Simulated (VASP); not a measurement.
Wanted: the native input for a VASP 6.6.1 run.

| Item | Value |
| --- | --- |
| Task | single point |
| Functional | PBE |
| Potentials or basis | VASP PAW PBE potentials, release 64 (Al, H) |
| Cutoff | 520 eV |
| k mesh | 6 × 6 × 4 |
| Occupations | gaussian, width 0.1 eV |
| Spin | no spin polarisation |
| Dipole correction | no |
| Further INCAR settings | ALGO = Normal; EDIFF = 1e-06; NBANDS = 20 |

The structure of Al3H8 lies in POSCAR:

```
Al3H8
1.0
    4.4873301107      0.0000000000      0.0000000000
   -2.2436650554      3.8861418711      0.0000000000
    0.0000000000      0.0000000000      6.8410522717
Al H
3 8
Direct
    0.0000000000      0.0000000000      0.0000000000
    0.3333333333      0.6666666667      0.8410623613
    0.6666666667      0.3333333333      0.1589376387
   -0.0475438862      0.4887004065      0.7109024167
    0.5112995935      0.4637557073      0.7109024167
    0.5362442927      1.0475438862      0.7109024167
    1.0475438862      0.5112995935      0.2890975833
    0.4887004065      0.5362442927      0.2890975833
    0.4637557073     -0.0475438862      0.2890975833
    0.3333333333      0.6666666667      0.3080200871
    0.6666666667      0.3333333333      0.6919799129
```

The input as run:

INCAR

```
SYSTEM = Al3H8
PREC     = Accurate       ! precision mode
ENCUT    = 520            ! plane-wave cutoff, eV
EDIFF    = 1E-6           ! SCF threshold, eV
ISMEAR   = 0              ! smearing method
SIGMA    = 0.1            ! smearing width, eV
LREAL    = .False.        ! projectors in reciprocal space
LASPH    = .True.         ! aspherical terms in the spheres
NELM     = 80             ! most SCF steps
ALGO     = Normal         ! electronic algorithm
ISIF     = 2              ! what is computed and relaxed
LWAVE    = .False.        ! write WAVECAR
LCHARG   = .True.         ! write CHGCAR
GGA      = PE             ! functional
LELF     = .True.         ! ELF
LVHAR    = .True.       
NBANDS   = 20             ! bands
```

KPOINTS

```
Automatic mesh
0
Gamma
  6 6 4
  0 0 0
```

Potentials or basis: VASP PAW PBE potentials, release 64 (Al, H).

Run with:

```bash
$ cat potpaw_PBE.64/Al/POTCAR potpaw_PBE.64/H/POTCAR > POTCAR
$ mpirun -np 1 vasp_std > vasp.out
```

It gave:

```
Pressure      : 0.2 GPa
Largest force : 0.014 eV/Å
```

Run time: 100 s on 1 thread of Oxide Virtual Turin-like Processor, on a shared host, peak memory 0.22 GiB.
